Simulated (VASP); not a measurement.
Write the native input for VASP 6.6.1 that does the following.

```yaml
Task: electric field gradients
Functional: LDA
Potentials_or_basis: VASP PAW LDA potentials, release 64 (Hf_pv, B)
Cutoff: 520 eV
k_mesh: 15 × 15 × 15
Occupations: fermi-dirac, width 0.05 eV
Spin: no spin polarisation
Dipole_correction: no
Further_INCAR_settings: ALGO = Normal; EDIFF = 1e-08; NBANDS = 14
```

The structure of HfB lies in POSCAR:

```
HfB
1.0
    0.0000000000      2.3403982228      2.3403982228
    2.3403982228      0.0000000000      2.3403982228
    2.3403982228      2.3403982228      0.0000000000
Hf B
1 1
Direct
    0.5000000000      0.5000000000      0.5000000000
    0.0000000000      0.0000000000      0.0000000000
```

One way to write it, as run:

INCAR

```
PREC     = Accurate       # precision mode
ENCUT    = 520            # plane-wave cutoff, eV
EDIFF    = 1E-8           # SCF threshold, eV
ISMEAR   = -1             # smearing method
SIGMA    = 0.05           # smearing width, eV
LREAL    = False          # projectors in reciprocal space
LASPH    = True           # aspherical terms in the spheres
NELM     = 100            # most SCF steps
ALGO     = Normal         # electronic algorithm
ISIF     = 2              # what is computed and relaxed
LWAVE    = False          # write WAVECAR
LCHARG   = False          # write CHGCAR
GGA      = CA             # functional
LEFG     = True         
NBANDS   = 14             # bands
```

KPOINTS

```
Automatic mesh
0
Gamma
  15 15 15
```

Potentials or basis: VASP PAW LDA potentials, release 64 (Hf_pv, B).

Launch:

```sh
$ cat potpaw_LDA.64/Hf_pv/POTCAR potpaw_LDA.64/B/POTCAR > POTCAR
$ mpirun -np 1 vasp_std > vasp.out
```

It gave:

```
Pressure                                : 10.3 GPa
Band gap on the k mesh                  : zero (an odd number of electrons rules out a gap without spin polarisation)
Largest electric field gradient by atom : zero within the noise of the run
```

Caveat: the cell stands under pressure; spin-orbit coupling is left out, which moves the levels of the heavy elements.

Run time: 42 s on 1 thread of Intel(R) Xeon(R) Platinum 8375C CPU @ 2.90GHz (Ice Lake), on a shared host, peak memory 0.17 GiB.
